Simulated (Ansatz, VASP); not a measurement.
SrTiO3: VASP beside Ansatz

```
Sr Ti O
1.0
     3.92584    0.00000    0.00000
     0.00000    3.92584    0.00000
     0.00000    0.00000    3.98844
Sr Ti O
1 1 3
Direct
  0.50000 0.50000 0.50816
  0.00000 0.00000 0.01026
  0.50000 0.00000 0.97533
  0.00000 0.50000 0.97533
  0.00000 0.00000 0.47491
```

Alike in both runs: task single point; functional PBEsol; k mesh 8 × 8 × 8; occupations gaussian, width 0.02 eV; no spin polarisation.

```csv
,VASP,Ansatz
version,VASP 6.6.1,Ansatz 0.2.0
potentials or method,"VASP PAW PBE potentials, release 64 (Sr_sv, Ti_sv, O), cutoff 520 eV","scalar-relativistic, plane waves, PAW"
valence electrons in the cell,40,40
```

VASP gave:

* gap on the k mesh at the Fermi level (eV): 1.80
* least direct gap on the mesh (eV): 2.37
* pressure (GPa): -5.3
* traceless stress, the component that is largest in VASP (GPa): 0.06
* rms of the force components (eV/Å): 0.009

What did Ansatz give for the same quantities?

gap on the k mesh at the Fermi level (eV): 1.83; least direct gap on the mesh (eV): 2.40; pressure (GPa): -5.9; traceless stress, the component that is largest in VASP (GPa): 0.01; rms of the force components (eV/Å): 0.018.

VASP's potentials were made for PBE, not for PBEsol. Atom by atom the forces differ by 0.018 eV/Å (rms over components). With one functional, cell and mesh, what is left measures potentials, basis and numerics.
